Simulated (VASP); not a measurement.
Crystal: HfGe.

```
CELL_PARAMETERS angstrom
3.50084 0.00000 0.00000
0.00000 3.50084 0.00000
0.00000 0.00000 3.50084
ATOMIC_POSITIONS crystal
Hf 0.00000 0.00000 0.00000
Ge 0.50000 0.50000 0.50000
```

| Item | Value |
| --- | --- |
| Program | VASP 6.6.1 |
| Task | relaxation of cell and atoms |
| Functional | PBE |
| Potentials or basis | VASP PAW PBE potentials, release 64 (Hf_pv, Ge_d) |
| Cutoff | 600 eV |
| k mesh | 8 × 8 × 8 |
| Occupations | fermi-dirac, width 0.05 eV |
| Spin | no spin polarisation |

At the start: pressure -11.6 GPa; volume 21.45 Å³/atom.

Question: How do energy, volume and symmetry change on relaxing?

Answer: Over 4 steps the energy falls by 109.7 meV/atom and the volume is 18.75 Å³/atom (-12.6 %); space group Pm-3m (No. 221, to 0.05 Å).

Step by step:
```csv
step,energy change (eV),largest force (eV/Å),pressure (GPa),volume (Å³)
1,0.0000,0.0000,-11.65,42.91
2,-0.0688,0.0000,14.77,33.93
3,-0.2195,0.0000,-0.40,37.60
4,-0.2195,0.0000,0.03,37.49
```

Final structure:
```xyz
2
Lattice="3.3469 0.0000 0.0000 0.0000 3.3469 0.0000 0.0000 0.0000 3.3469" Properties=species:S:1:pos:R:3 pbc="T T T"
Hf    0.0000    0.0000    0.0000
Ge    1.6734    1.6734    1.6734
```
